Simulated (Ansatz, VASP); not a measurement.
GeF5 in VASP and in Ansatz

```
Ge F
1.0
     4.85545    0.00000    0.00000
    -2.42773    4.20495    0.00000
     0.00000    0.00000    3.95103
Ge F
1 5
Direct
  0.00000 0.00000 0.00000
  0.00000 0.50000 0.50000
  0.33333 0.66667 0.00000
  0.66667 0.33333 0.00000
  0.50000 0.00000 0.50000
  0.50000 0.50000 0.50000
```

Change from the starting cell: species swapped into the ErNi5 type (P6/mmm, No. 191).

Alike in both runs: task single point; functional PBE; k mesh 6 × 6 × 4; occupations gaussian, width 0.1 eV; no spin polarisation.

```csv
,VASP,Ansatz
version,VASP 6.6.1,Ansatz 0.2.0
potentials or method,"VASP PAW PBE potentials, release 64 (Ge_d, F), cutoff 520 eV","scalar-relativistic, plane waves, PAW"
valence electrons in the cell,49,49
```

Ansatz gave:

```
gap on the k mesh at the Fermi level (eV)                     : none
pressure (GPa)                                                : -6.4
traceless stress, the component that is largest in VASP (GPa) : 10.33
```

Problem. Estimate VASP's values.

Solution. gap on the k mesh at the Fermi level (eV): none; pressure (GPa): -6.8; traceless stress, the component that is largest in VASP (GPa): 10.32.

A gap of «none» marks a metal or a gap that the smearing closes. With one functional, cell and mesh, what is left measures potentials, basis and numerics.

The k mesh is coarse, so the values compare programs but aren't converged.
